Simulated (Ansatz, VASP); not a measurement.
# One calculation of RbBr, two programs

Contents of INCAR:

```
PREC = Accurate ; ENCUT = 520
EDIFF = 1E-8 ; ISMEAR = -1
SIGMA = 0.02 ; LREAL = False
LASPH = True ; NELM = 100
ALGO = Normal ; ISIF = 2
LWAVE = False ; LCHARG = False
GGA = PE ; LEFG = True
NBANDS = 15
```

The input KPOINTS:

```
Automatic mesh
0
Gamma
  6 6 6
```

Contents of POSCAR:

```
RbBr
1.0
    0.0000000000      3.4501993370      3.4501993370
    3.4501993370      0.0000000000      3.4501993370
    3.4501993370      3.4501993370      0.0000000000
Rb Br
1 1
Direct
    0.0000000000      0.0000000000      0.0000000000
    0.5000000000      0.5000000000      0.5000000000
```

Input for Ansatz:

```yaml
crystal:
  lattice:
    - [0.0, 3.450199337, 3.450199337]
    - [3.450199337, 0.0, 3.450199337]
    - [3.450199337, 3.450199337, 0.0]
  atoms:
    - { symbol: Rb, position: [0.0, 0.0, 0.0] }
    - { symbol: Br, position: [0.5, 0.5, 0.5] }
kpoints:
  mp_grid: { grid: [6, 6, 6] }
scf:
  occupations: { method: fermi_dirac, width: 0.02 }
hamiltonian:
  xc: pbe
  pseudopotentials: { kind: paw }
output:
  forces: true
  stress: true
  eigenvalues: true
  efg: { contact_densities: true }
```

Change from the starting cell: volume scaled by 1.02, PAW files.

Alike in both runs: task electric field gradients; functional PBE; k mesh 6 × 6 × 6; occupations fermi-dirac, width 0.02 eV; no spin polarisation.

```csv
,VASP,Ansatz
version,VASP 6.6.1,Ansatz 0.2.0
potentials or method,"VASP PAW PBE potentials, release 64 (Rb_sv, Br)","PAW with Ansatz's default frozen-core files, scalar-relativistic"
plane-wave cutoff (eV),520,420
valence electrons in the cell,16,16
```

```csv
,VASP,Ansatz,Ansatz less VASP
gap on the k mesh at the Fermi level (eV),4.31,4.31,+0.002
pressure (GPa),0.7,0.7,-0.03
```
